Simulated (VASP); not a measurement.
# CoRu2 (P6_3/mmc) in VASP: single point with PBE

Aim: the single point of CoRu2 with PBE.

Program: VASP 6.6.1. These are calculated values, not measurements. Logs are shortened: lines on timing, memory, paths and dates and some standing lists are left out, and cuts for length are marked.

**1. The cell of the first run**

The structure is hexagonal, space group P6_3/mmc (No. 194). The conventional cell has a = 2.684 Å, b = 2.684 Å, c = 12.442 Å, α = 90.00°, β = 90.00°, γ = 120.00°. Co (site symmetry -6m2) has 6 Ru at 2.57 Å and 6 Co at 2.68 Å within 3.4 Å. Ru (site symmetry 3m) has 3 Co at 2.57 Å and 9 Ru at 2.63 to 2.68 Å within 3.4 Å.

**2. Single point, PBE, collinear spin, ferromagnetic start**

Input file INCAR:

```
SYSTEM = CoRu2
ALGO = Normal
EDIFF = 1E-6
ENCUT = 520
GGA = PE
ISIF = 2
ISMEAR = 0
ISPIN = 2
LASPH = .TRUE.
LCHARG = .FALSE.
LMAXMIX = 4
LORBIT = 11
LREAL = .FALSE.
LWAVE = .FALSE.
MAGMOM = 3 3 0 0 0 0
NBANDS = 50
NELM = 150
PREC = Accurate
SIGMA = 0.1
```

Input file KPOINTS:

```
k-points
0
G
  6 6 2
  0 0 0
```

Input file POSCAR:

```
CoRu2
1.0
    2.6844348714      0.0000000000      0.0000000000
   -1.3422174357      2.3247887934      0.0000000000
    0.0000000000      0.0000000000     12.4424205126
Co Ru
2 4
Direct
    0.3333333333      0.6666666667      0.2500000000
    0.6666666667      0.3333333333      0.7500000000
    0.3333333333      0.6666666667      0.9145425261
    0.3333333333      0.6666666667      0.5854574739
    0.6666666667      0.3333333333      0.0854574739
    0.6666666667      0.3333333333      0.4145425261
```

Potentials or basis: VASP PAW PBE potentials, release 64 (Co, Ru_pv).

Started as:

```sh
> cat potpaw_PBE.64/Co/POTCAR potpaw_PBE.64/Ru_pv/POTCAR > POTCAR
> mpirun -np 1 vasp_std > vasp.out
```

OUTCAR:

```text
SYSTEM = CoRu2
   EDIFF = 1E-6
   ENCUT = 520
   GGA = PE
   ISIF = 2
   ISMEAR = 0
   ISPIN = 2
   LASPH = .TRUE.
   LORBIT = 11
   LREAL = .FALSE.
   NELM = 150
   PREC = Accurate

 ion  position               nearest neighbor table
   1  0.333  0.667  0.250-   5 2.57   6 2.57   5 2.57   6 2.57   5 2.57   6 2.57
   2  0.667  0.333  0.750-   3 2.57   4 2.57   3 2.57   4 2.57   3 2.57   4 2.57
   3  0.333  0.667  0.915-   2 2.57   2 2.57   2 2.57   5 2.63   5 2.63   5 2.63
   4  0.333  0.667  0.585-   2 2.57   2 2.57   2 2.57   6 2.63   6 2.63   6 2.63
   5  0.667  0.333  0.085-   1 2.57   1 2.57   1 2.57   3 2.63   3 2.63   3 2.63
   6  0.667  0.333  0.415-   1 2.57   1 2.57   1 2.57   4 2.63   4 2.63   4 2.63

  LATTYP: Found a hexagonal cell.
 ALAT       =     2.6844348714
 C/A-ratio  =     4.6350241703

  Lattice vectors:

 A1 = (   2.6844348714,   0.0000000000,   0.0000000000)
 A2 = (  -1.3422174357,   2.3247887934,   0.0000000000)
 A3 = (   0.0000000000,   0.0000000000,  12.4424205126)

Analysis of symmetry for initial positions (statically):
=====================================================================
 Subroutine PRICEL returns:
 Original cell was already a primitive cell.

 Routine SETGRP: Setting up the symmetry group for a
 hexagonal supercell.

 Subroutine GETGRP returns: Found 24 space group operations
 (whereof 12 operations were pure point group operations)
 out of a pool of 24 trial point group operations.

The static configuration has the point symmetry D_3d.
 The point group associated with its full space group is D_6h.

Analysis of symmetry for dynamics (positions and initial velocities):
=====================================================================
 Subroutine PRICEL returns:
 Original cell was already a primitive cell.

 Routine SETGRP: Setting up the symmetry group for a
 hexagonal supercell.

 Subroutine GETGRP returns: Found 24 space group operations
 (whereof 12 operations were pure point group operations)
 out of a pool of 24 trial point group operations.

The dynamic configuration has the point symmetry D_3d.
 The point group associated with its full space group is D_6h.

Analysis of structural, dynamic, and magnetic symmetry:
=====================================================================
 Subroutine PRICEL returns:
 Original cell was already a primitive cell.

 Routine SETGRP: Setting up the symmetry group for a
 hexagonal supercell.
[... 134 lines left out ...]
 spin polarized calculation
 Gauss-broadening in eV      SIGMA  =   0.10
  energy-cutoff  :      520.00
  volume of cell :       77.65
 maximum number of plane-waves:      2133
 NGX is ok and might be reduce to    20
   NGX =  9   NGY =  9   NGZ = 47

 number of electron      74.0000012 magnetization       2.6557166

 Free energy of the ion-electron system (eV)
  ---------------------------------------------------
  ext. energy  EPLUGINS =         0.00000000
  ---------------------------------------------------
  free energy    TOTEN  =       -50.33623142 eV

  energy without entropy =      -50.30099817  energy(sigma->0) =      -50.31861480

 E-fermi :  11.7972     XC(G=0): -13.7743

 val. band max:       11.7902893218   @ k =   0.3333   0.0000   0.5000
 cond. band min:      11.8087905078   @ k =   0.5000   0.0000   0.0000
 fundamental gap:      0.0185011860
 Fermi energy:        11.7971926004

 spin component 1

 k-point     1 :       0.0000    0.0000    0.0000
  band No.  band energies     occupation
      1     -31.6047      1.00000
      2     -31.5992      1.00000
      3     -30.9894      1.00000
      4     -30.9834      1.00000
      5     -30.9174      1.00000
      6     -30.9174      1.00000
[... 717 lines left out ...]
     48      18.3939      0.00000
     49      19.7999      0.00000
 Fermi energy:        11.7971926004

 spin component 2

 k-point     1 :       0.0000    0.0000    0.0000
  band No.  band energies     occupation
      1     -31.5809      1.00000
      2     -31.5753      1.00000
      3     -30.9665      1.00000
      4     -30.9604      1.00000
      5     -30.8946      1.00000
      6     -30.8946      1.00000
[... 717 lines left out ...]
     48      18.5704      0.00000
     49      19.8373      0.00000
 [bands above 49 left out]

------------------------ aborting loop because EDIFF is reached ----------------------------------------

  FORCE on cell =-STRESS in cart. coord.  units (eV):
  Direction    XX          YY          ZZ          XY          YZ          ZX
  --------------------------------------------------------------------------------------
  -------------------------------------------------------------------------------------
  Total       -0.0552361     -0.0552361     -0.2146104     -0.0000000      0.0000000      0.0000000
  in kB       -1.1397051     -1.1397051     -4.4281279     -0.0000000      0.0000000      0.0000000
  external PRESSURE =      -2.2358461 kB  Pullay stress =       0.0000000 kB

 VOLUME and BASIS-vectors are now :
 -----------------------------------------------------------------------------
  energy-cutoff  :      520.00
  volume of cell :       77.65
      direct lattice vectors                 reciprocal lattice vectors
     2.684434871  0.000000000  0.000000000     0.372517885  0.215073301  0.000000000
    -1.342217436  2.324788793  0.000000000     0.000000000  0.430146602  0.000000000
     0.000000000  0.000000000 12.442420513     0.000000000  0.000000000  0.080370214

 POSITION                                       TOTAL-FORCE (eV/Angst)
 -----------------------------------------------------------------------------------
     -0.00000      1.54986      3.11061        -0.000000      0.000000      0.000000
      1.34222      0.77493      9.33182         0.000000     -0.000000      0.000000
     -0.00000      1.54986     11.37912         0.000000      0.000000      0.000462
     -0.00000      1.54986      7.28451         0.000000      0.000000     -0.000462
      1.34222      0.77493      1.06330        -0.000000     -0.000000     -0.000462
      1.34222      0.77493      5.15791         0.000000      0.000000      0.000462
 -----------------------------------------------------------------------------------
    total drift:                               -0.000000      0.000000     -0.000000

  FREE ENERGIE OF THE ION-ELECTRON SYSTEM (eV)
  ---------------------------------------------------
  free  energy   TOTEN  =       -50.3362314179 eV

  energy  without entropy=      -50.3009981748  energy(sigma->0) =      -50.31861480

 total charge

# of ion       s       p       d       tot
------------------------------------------
    1        0.462   0.481   7.239   8.182
    2        0.462   0.481   7.239   8.182
    3        0.410   6.310   5.952  12.672
    4        0.410   6.310   5.952  12.672
    5        0.410   6.310   5.952  12.672
    6        0.410   6.310   5.952  12.672
--------------------------------------------------
tot          2.565  26.202  38.286  67.052

 magnetization (x)

# of ion       s       p       d       tot
------------------------------------------
    1        0.004  -0.010   1.330   1.324
    2        0.004  -0.010   1.330   1.324
    3       -0.004  -0.007   0.026   0.015
    4       -0.004  -0.007   0.026   0.015
    5       -0.004  -0.007   0.026   0.015
    6       -0.004  -0.007   0.026   0.015
--------------------------------------------------
tot         -0.008  -0.046   2.764   2.710
```

It took 89 s on 1 thread of Intel Xeon 6975P-C (Granite Rapids), shared host; peak memory 0.26 GiB.

Results:

```
Free energy                                           : -50.3362 eV
Pressure                                              : -0.2 GPa
Net moment                                            : 2.66 μB per cell
Site moments                                          : Co +1.32; Ru +0.01 μB
Valence electrons inside the program's atomic spheres : Co 8.18; Ru 12.67
```

Stress tensor (GPa, compression positive):
```
-0.11  0.00  0.00
 0.00 -0.11  0.00
 0.00  0.00 -0.44
```

Caveat: the k points lie up to 0.45 Å⁻¹ apart.
